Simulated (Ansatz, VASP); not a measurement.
**F in VASP and in Ansatz**

```
F
1.0
     2.96605   -1.73223   -0.22877
     2.96605    1.73223   -0.22877
    -2.22200    0.00000    6.93370
F
4
Direct
  0.08485 0.08485 0.09400
  0.91515 0.91515 0.90600
  0.50157 0.50157 0.59372
  0.49843 0.49843 0.40628
```

Change from the starting cell: volume 17.372 Å^3 an atom, stretch along a over the lengths across it, relative to the relaxed cell 0.9841.

Alike in both runs: task single point; functional PBEsol; k mesh 4 × 4 × 2; occupations gaussian, width 0.05 eV; no spin polarisation.

|  | VASP | Ansatz |
| --- | --- | --- |
| version | VASP 6.6.1 | Ansatz 0.2.0 |
| potentials or method | VASP PAW PBE potentials, release 64 (F), cutoff 520 eV | scalar-relativistic, plane waves, PAW |
| valence electrons in the cell | 28 | 28 |

```tsv
	VASP	Ansatz	Ansatz less VASP
gap on the k mesh at the Fermi level (eV)	3.46	3.55	+0.091
least direct gap on the mesh (eV)	3.57	3.66	+0.091
pressure (GPa)	4.5	4.0	-0.57
traceless stress, the component that is largest in VASP (GPa)	7.88	6.05	-1.823
rms of the force components (eV/Å)	1.333	1.023	-0.3100
```

VASP's potentials were made for PBE, not for PBEsol. Atom by atom the forces differ by 0.310 eV/Å (rms over components).

The k mesh is coarse, so the values compare programs but aren't converged.
